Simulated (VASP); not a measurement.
**Ni3Ge: single point with PBEsol**

Ni3Ge:

```
CELL_PARAMETERS angstrom
3.53033 0.00000 0.00000
0.00000 3.53033 0.00000
0.00000 0.00000 3.53033
ATOMIC_POSITIONS crystal
Ni 0.50000 0.00000 0.50000
Ni 0.00000 0.50000 0.50000
Ni 0.50000 0.50000 0.00000
Ge 0.00000 0.00000 0.00000
```

```yaml
Program: VASP 6.6.1
Task: single point
Functional: PBEsol
Potentials_or_basis: VASP PAW PBE potentials, release 64 (Ni, Ge_d)
Cutoff: 520 eV
k_mesh: 7 × 7 × 7
Occupations: fermi-dirac, width 0.1 eV
Spin: collinear spin, ferromagnetic start
Starting_moments: "[1.34, 1.34, 1.34, 0.33] μB"
Fixed_moment: 4.3 μB
Dipole_correction: no
Further_INCAR_settings: ALGO = Normal; EDIFF = 1e-06; NBANDS = 34
```

- Pressure: 16.5 GPa
- Net moment: 4.30 μB per cell
- Site moments: Ni +1.23; Ge +0.37 μB
- Valence electrons inside the program's atomic spheres: Ni 9.39; Ge 12.59

It took 30 s on 1 thread of Intel(R) Xeon(R) Platinum 8559C (Emerald Rapids), with other jobs on the host, peak memory 0.19 GiB.

Caveat: the PAW data sets were made with another functional, which shifts forces and pressure a little; the total moment is fixed, so each spin has its own Fermi level.
